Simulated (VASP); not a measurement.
# ZnSe (zincblende type) (F-43m) in VASP: a series of runs

ZnSe (zincblende type) is run at these levels: r2SCAN; tasks: single point.

Everything below comes from runs of VASP 6.6.1. Logs are shortened: lines on timing, memory, paths and dates and some standing lists are left out, and cuts for length are marked.

### 1 The cell of the first run

It takes space group F-43m (No. 216, cubic). The conventional cell has a = 5.428 Å, b = 5.428 Å, c = 5.428 Å, α = 90.00°, β = 90.00°, γ = 90.00°. Within 3.1 Å of Zn (site symmetry -43m) lie 4 Se at 2.35 Å. Se (site symmetry -43m) has 4 Zn at 2.35 Å within 3.1 Å.

### 2 Single point, r2SCAN (volume scaled by 0.88)

POSCAR

```
ZnSe
1.0
    0.0000000000      2.7139745817      2.7139745817
    2.7139745817      0.0000000000      2.7139745817
    2.7139745817      2.7139745817      0.0000000000
Zn Se
1 1
Direct
    0.0000000000      0.0000000000      0.0000000000
    0.2500000000      0.2500000000      0.2500000000
```

INCAR.step1

```
SYSTEM = ZnSe
PREC = Accurate
ENCUT = 520
ISMEAR = -1
SIGMA = 0.05
LREAL = .FALSE.
LASPH = .TRUE.
NELM = 80
NBANDS = 16
GGA = PE
ALGO = Normal
EDIFF = 1E-4
LWAVE = .TRUE.
LCHARG = .FALSE.
```

INCAR.step2

```
SYSTEM = ZnSe
PREC = Accurate
ENCUT = 520
EDIFF = 1E-7
ISMEAR = -1
SIGMA = 0.05
LREAL = .FALSE.
LASPH = .TRUE.
NELM = 80
ALGO = Normal
ISIF = 2
LWAVE = .FALSE.
LCHARG = .FALSE.
METAGGA = R2SCAN
LMIXTAU = .TRUE.
NBANDS = 16
ISTART = 1
```

KPOINTS

```
Automatic mesh
0
G
  11 11 11
  0 0 0
```

Potentials or basis: VASP PAW PBE potentials, release 64 (Zn, Se).

Launch:

```console
cat potpaw_PBE.64/Zn/POTCAR potpaw_PBE.64/Se/POTCAR > POTCAR
cp INCAR.step1 INCAR
mpirun -np 1 vasp_std > vasp.out
cp INCAR.step2 INCAR
mpirun -np 1 vasp_std > vasp.out
```

OUTCAR:

```text
SYSTEM = ZnSe
   PREC = Accurate
   ENCUT = 520
   EDIFF = 1E-7
   ISMEAR = -1
   LREAL = .FALSE.
   LASPH = .TRUE.
   NELM = 80
   ISIF = 2
   METAGGA = R2SCAN
   ISTART = 1

 ion  position               nearest neighbor table
   1  0.000  0.000  0.000-   2 2.35   2 2.35   2 2.35   2 2.35
   2  0.250  0.250  0.250-   1 2.35   1 2.35   1 2.35   1 2.35

  LATTYP: Found a face centered cubic cell.
 ALAT       =     5.4279491634

  Lattice vectors:

 A1 = (   0.0000000000,   2.7139745817,   2.7139745817)
 A2 = (   2.7139745817,   0.0000000000,   2.7139745817)
 A3 = (   2.7139745817,   2.7139745817,   0.0000000000)

Analysis of symmetry for initial positions (statically):
=====================================================================
 Subroutine PRICEL returns:
 Original cell was already a primitive cell.

 Routine SETGRP: Setting up the symmetry group for a
 face centered cubic supercell.

 Subroutine GETGRP returns: Found 24 space group operations
 (whereof 24 operations were pure point group operations)
 out of a pool of 48 trial point group operations.

The static configuration has the point symmetry T_d .

Analysis of symmetry for dynamics (positions and initial velocities):
=====================================================================
 Subroutine PRICEL returns:
 Original cell was already a primitive cell.

 Routine SETGRP: Setting up the symmetry group for a
 face centered cubic supercell.

 Subroutine GETGRP returns: Found 24 space group operations
 (whereof 24 operations were pure point group operations)
 out of a pool of 48 trial point group operations.

The dynamic configuration has the point symmetry T_d .

 Subroutine INISYM returns: Found 24 space group operations
 (whereof 24 operations are pure point group operations),
 and found     1 'primitive' translations

----------------------------------------------------------------------------------------

                                     Primitive cell

  volume of cell :      39.9804

  direct lattice vectors                    reciprocal lattice vectors
     0.000000000  2.713974582  2.713974582    -0.184231644  0.184231644  0.184231644
     2.713974582  0.000000000  2.713974582     0.184231644 -0.184231644  0.184231644
     2.713974582  2.713974582  0.000000000     0.184231644  0.184231644 -0.184231644

  length of vectors
     3.838139661  3.838139661  3.838139661     0.319098568  0.319098568  0.319098568

  position of ions in fractional coordinates (direct lattice)
     0.000000000  0.000000000  0.000000000
     0.250000000  0.250000000  0.250000000

  ion indices of the primitive-cell ions
   primitive index   ion index
                 1           1
                 2           2

----------------------------------------------------------------------------------------

 KPOINTS: Automatic mesh

Automatic generation of k-mesh.
 Grid dimensions read from file:
 generate k-points for:   11   11   11

 Generating k-lattice:

  Cartesian coordinates                     Fractional coordinates (reciprocal lattice)
    -0.016748331  0.016748331  0.016748331     0.090909091  0.000000000  0.000000000
     0.016748331 -0.016748331  0.016748331     0.000000000  0.090909091  0.000000000
     0.016748331  0.016748331 -0.016748331     0.000000000  0.000000000  0.090909091

  Length of vectors
     0.029008961  0.029008961  0.029008961

  Shift w.r.t. Gamma in fractional coordinates (k-lattice)
     0.000000000  0.000000000  0.000000000

 Subroutine IBZKPT returns following result:
 ===========================================

 Found     56 irreducible k-points:

 Following reciprocal coordinates:
            Coordinates               Weight
  0.000000  0.000000  0.000000      1.000000
  0.090909  0.000000  0.000000      8.000000
  0.181818  0.000000  0.000000      8.000000
  0.272727  0.000000  0.000000      8.000000
  0.363636  0.000000  0.000000      8.000000
  0.454545  0.000000  0.000000      8.000000
[... 16 lines left out ...]
 -0.272727  0.181818  0.000000     24.000000
 -0.181818  0.181818  0.000000     12.000000
 [... further k-points ...]
   k-points           NKPTS =     56   k-points in BZ     NKDIM =     56   number of bands    NBANDS=     16
   number of dos      NEDOS =    301   number of ions     NIONS =      2
   total plane-waves  NPLWV =  27000
   dimension x,y,z NGX =    30 NGY =   30 NGZ =   30
   dimension x,y,z NGXF=    60 NGYF=   60 NGZF=   60
   ions per type =               1   1
   NGX,Y,Z   is equivalent  to a cutoff of  12.99, 12.99, 12.99 a.u.
   NGXF,Y,Z  is equivalent  to a cutoff of  25.99, 25.99, 25.99 a.u.
 SYSTEM =  ZnSe
   PREC   = accura    normal or accurate (medium, high low for compatibility)
   ISTART =      1    job   : 0-new  1-cont  2-samecut
   ICHARG =      0    charge: 1-file 2-atom 10-const
   ISPIN  =      1    spin polarized calculation?
   LNONCOLLINEAR =      F non collinear calculations
   LSORBIT =      F    spin-orbit coupling
   LASPH  =      T    aspherical Exc in radial PAW
   ENCUT  =  520.0 eV  38.22 Ry    6.18 a.u.   7.14  7.14  7.14*2*pi/ulx,y,z
   NELM   =     80;   NELMIN=  2; NELMDL=  0     # of ELM steps
   EDIFF  = 0.1E-06   stopping-criterion for ELM
   LREAL  =      F    real-space projection
   EDIFFG = 0.1E-05   stopping-criterion for IOM
   NSW    =      0    number of steps for IOM
   IBRION =     -1    ionic relax: 0-MD 1-quasi-New 2-CG
   NFREE  =      0    steps in history (QN), initial steepest desc. (CG)
   ISIF   =      2    stress and relaxation
   ISYM   =      2    0-nonsym 1-usesym 2-fastsym
   POTIM  = 0.5000    time-step for ionic-motion
   TEBEG  =    0.0;   TEEND  =   0.0 temperature during run
   PSTRESS=    0.0 pullay stress
   NELECT =      18.0000    total number of electrons
   NUPDOWN=      -1.0000    fix difference up-down
   EMIN   =  10.00;   EMAX   =-10.00  energy-range for DOS
   EFERMI =   0.00;   METHOD = LEGACY
   ISMEAR =    -1;   SIGMA  =   0.05  broadening in eV -4-tet -1-fermi 0-gaus
   EFERMI_NEDOS =   21; number of points for ismear=-14 and -15
   IALGO  =     38    algorithm
   IMIX   =      4    mixing-type and parameters
     AMIX     =   0.40;   BMIX     =  1.00
     AMIX_MAG =   1.60;   BMIX_MAG =  1.00
  volume/ion in A,a.u.               =      19.99       134.90
  Fermi-wavevector in a.u.,A,eV,Ry     =   1.254729  2.371094 21.420258  1.574345
  Thomas-Fermi vector in A             =   2.388520
   LORBIT       =      0    0 simple, 1 ext, 2 COOP (PROOUT), +10 PAW based schemes
   METAGGA = R2SCAN    functional components
   LHFCALC =     F    Hartree Fock is set to
   AEXX    =    0.0000 exact exchange contribution
   IVDW    =     0    specifies the selected vdW correction
   LEPSILON=     F    determine dielectric tensor
   LRPA    =     F    only Hartree local field effects (RPA)
 non-spin polarized calculation
  energy-cutoff  :      520.00
  volume of cell :       39.98
 maximum number of plane-waves:      1086
 NGX is ok and might be reduce to    30
   NGX = 15   NGY = 15   NGZ = 15

 number of electron      18.0000013 magnetization

 Free energy of the ion-electron system (eV)
  ---------------------------------------------------
  ext. energy  EPLUGINS =         0.00000000
  ---------------------------------------------------
  free energy    TOTEN  =       -24.73679705 eV

  energy without entropy =      -24.73679705  energy(sigma->0) =      -24.73679705

 E-fermi :   3.4694     XC(G=0): -10.5710

 val. band max:        2.5115292656   @ k =   0.0000   0.0000   0.0000
 cond. band min:       4.9691527357   @ k =   0.0000   0.0000   0.0000
 fundamental gap:      2.4576234700
 Fermi energy:         3.4694170485

 k-point     1 :       0.0000    0.0000    0.0000
  band No.  band energies     occupation
      1     -12.1625      2.00000
      2      -4.7471      2.00000
      3      -4.7471      2.00000
      4      -4.7471      2.00000
      5      -4.2002      2.00000
      6      -4.2002      2.00000
[... 8 lines left out ...]
     15      14.7950      0.00000
     16      14.7950      0.00000

 k-point     2 :       0.0909    0.0000    0.0000
  band No.  band energies     occupation
      1     -12.0919      2.00000
      2      -4.7483      2.00000
      3      -4.7350      2.00000
      4      -4.7350      2.00000
      5      -4.2016      2.00000
      6      -4.2016      2.00000
[... 8 lines left out ...]
     15      14.1758      0.00000
     16      14.2401      0.00000

 k-point     3 :       0.1818    0.0000    0.0000
  band No.  band energies     occupation
      1     -11.8930      2.00000
      2      -4.7395      2.00000
      3      -4.7038      2.00000
      4      -4.7038      2.00000
      5      -4.2030      2.00000
      6      -4.2030      2.00000
[... 8 lines left out ...]
     15      13.6003      0.00000
     16      14.5433      0.00000

 k-point     4 :       0.2727    0.0000    0.0000
  band No.  band energies     occupation
      1     -11.6085      2.00000
      2      -4.6841      2.00000
      3      -4.6669      2.00000
      4      -4.6669      2.00000
      5      -4.1990      2.00000
      6      -4.1989      2.00000
[... 8 lines left out ...]
     15      13.8082      0.00000
     16      14.0072      0.00000
[... 324 lines left out ...]
 k-point    22 :      -0.3636    0.1818    0.0000
  band No.  band energies     occupation
      1     -11.0326      2.00000
      2      -4.6190      2.00000
      3      -4.5746      2.00000
      4      -4.3089      2.00000
      5      -4.1997      2.00000
      6      -4.1095      2.00000
[... 8 lines left out ...]
     15      15.0855      0.00000
     16      16.6987      0.00000

 k-point    23 :      -0.2727    0.1818    0.0000
  band No.  band energies     occupation
      1     -11.2441      2.00000
      2      -4.6227      2.00000
      3      -4.6074      2.00000
      4      -4.5403      2.00000
      5      -4.2189      2.00000
      6      -4.1565      2.00000
[... 8 lines left out ...]
     15      15.9788      0.00000
     16      17.5886      0.00000

 k-point    24 :      -0.1818    0.1818    0.0000
  band No.  band energies     occupation
      1     -11.5131      2.00000
      2      -4.6825      2.00000
      3      -4.6496      2.00000
      4      -4.6371      2.00000
      5      -4.2241      2.00000
      6      -4.1733      2.00000
[... 8 lines left out ...]
     15      15.3147      0.00000
     16      16.8830      0.00000

 [... further k-points ...]
[... 5 lines left out ...]
  --------------------------------------------------------------------------------------
  -------------------------------------------------------------------------------------
  Total        2.8317352      2.8317352      2.8317352      0.0000000     -0.0000000      0.0000000
  in kB      113.4791056    113.4791056    113.4791056      0.0000000     -0.0000000      0.0000000
  external PRESSURE =     113.4791056 kB  Pullay stress =       0.0000000 kB

 VOLUME and BASIS-vectors are now :
 -----------------------------------------------------------------------------
  energy-cutoff  :      520.00
  volume of cell :       39.98
      direct lattice vectors                 reciprocal lattice vectors
     0.000000000  2.713974582  2.713974582    -0.184231644  0.184231644  0.184231644
     2.713974582  0.000000000  2.713974582     0.184231644 -0.184231644  0.184231644
     2.713974582  2.713974582  0.000000000     0.184231644  0.184231644 -0.184231644

 POSITION                                       TOTAL-FORCE (eV/Angst)
 -----------------------------------------------------------------------------------
      0.00000      0.00000      0.00000         0.000000      0.000000      0.000000
      1.35699      1.35699      1.35699        -0.000000     -0.000000     -0.000000
 -----------------------------------------------------------------------------------
    total drift:                                0.000024      0.000024      0.000024

  FREE ENERGIE OF THE ION-ELECTRON SYSTEM (eV)
  ---------------------------------------------------
  free  energy   TOTEN  =       -24.7367970475 eV

  energy  without entropy=      -24.7367970474  energy(sigma->0) =      -24.73679705
```

It took 88 s on 1 thread of Intel Xeon 6975P-C (Granite Rapids), shared host; peak memory 0.19 GiB.

What came out:

| Quantity | Value |
| --- | --- |
| Free energy | -24.7368 eV |
| Pressure | 11.3 GPa |
| Band gap on the k mesh | 2.46 eV, direct |

Levels at points of the mesh, in eV from the valence-band top:
| k point | band 5 | band 6 | band 7 | band 8 | band 9 | band 10 | band 11 | band 12 | band 13 | band 14 |
| --- | --- | --- | --- | --- | --- | --- | --- | --- | --- | --- |
| (0.00, 0.00, 0.00) | -6.71 | -6.71 | 0.00 | 0.00 | 0.00 | 2.46 | 6.23 | 6.23 | 6.23 | 11.17 |

Caveat: the PAW data sets were made with another functional, which shifts forces and pressure a little.

### 3 Single point, r2SCAN (volume scaled by 0.94)

POSCAR

```
ZnSe
1.0
    0.0000000000      2.7743047770      2.7743047770
    2.7743047770      0.0000000000      2.7743047770
    2.7743047770      2.7743047770      0.0000000000
Zn Se
1 1
Direct
    0.0000000000      0.0000000000      0.0000000000
    0.2500000000      0.2500000000      0.2500000000
```

INCAR.step1

```
SYSTEM = ZnSe
ALGO = Normal
EDIFF = 1E-4
ENCUT = 520
GGA = PE
ISMEAR = -1
LASPH = .True.
LCHARG = .False.
LREAL = .False.
LWAVE = .True.
NBANDS = 16
NELM = 100
PREC = Accurate
SIGMA = 0.05
```

INCAR.step2

```
SYSTEM = ZnSe
ALGO = Normal
EDIFF = 1E-6
ENCUT = 520
ISIF = 2
ISMEAR = -1
ISTART = 1
LASPH = .True.
LCHARG = .False.
LMIXTAU = .True.
LREAL = .False.
LWAVE = .False.
METAGGA = R2SCAN
NBANDS = 16
NELM = 100
PREC = Accurate
SIGMA = 0.05
```

KPOINTS

```
k-points
0
Gamma
  11 11 11
  0 0 0
```

Potentials or basis: VASP PAW PBE potentials, release 64 (Zn, Se).

Launch:

```console
cat potpaw_PBE.64/Zn/POTCAR potpaw_PBE.64/Se/POTCAR > POTCAR
cp INCAR.step1 INCAR
mpirun -np 1 vasp_std > vasp.out
cp INCAR.step2 INCAR
mpirun -np 1 vasp_std > vasp.out
```

It took 77 s on 1 thread of Intel Xeon 6975P-C (Granite Rapids), shared host; peak memory 0.19 GiB.

It converged, with:

```
Free energy            : -24.8706 eV
Pressure               : 4.8 GPa
Band gap on the k mesh : 2.15 eV, direct
```

Levels at points of the mesh, in eV from the valence-band top:
```tsv
k point	band 6	band 7	band 8	band 9	band 10	band 11	band 12	band 13
(0.00, 0.00, 0.00)	-6.47	0.00	0.00	0.00	2.15	6.28	6.28	6.28
```

Caveat: the PAW data sets were made with another functional, which shifts forces and pressure a little.

(Part 1 of 2 ends here.)
